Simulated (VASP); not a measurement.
A run of VASP 6.6.1:

File INCAR:

```
ALGO = Normal
EDIFF = 1E-7
ENCUT = 520
GGA = PS
ISIF = 2
ISMEAR = 1
LASPH = True
LCHARG = False
LREAL = False
LWAVE = False
NBANDS = 15
NELM = 80
PREC = Accurate
SIGMA = 0.1
```

The input KPOINTS:

```
k-points
0
Gamma
  10 10 10
```

POSCAR

```
LaH3
1.0
    0.0000000000      2.7864790000      2.7864790000
    2.7864790000      0.0000000000      2.7864790000
    2.7864790000      2.7864790000      0.0000000000
La H
1 3
Direct
    0.0000000000      0.0000000000      0.0000000000
    0.5000000000      0.5000000000      0.5000000000
    0.7500000000      0.7500000000      0.7500000000
    0.2500000000      0.2500000000      0.2500000000
```

Potentials or basis: VASP PAW PBE potentials, release 64 (La, H).

The run is started by

```bash
$ cat potpaw_PBE.64/La/POTCAR potpaw_PBE.64/H/POTCAR > POTCAR
$ mpirun -np 1 vasp_std > vasp.out
```

Hardware: 1 thread of Intel(R) Xeon(R) Platinum 8488C (Sapphire Rapids) (shared host).

Question: Estimate the wall time of this run.

Answer: Run time: 34 s on 1 thread of Intel(R) Xeon(R) Platinum 8488C (Sapphire Rapids), with other jobs on the host, peak memory 0.19 GiB. Counts: scf iterations 16, k points 47.
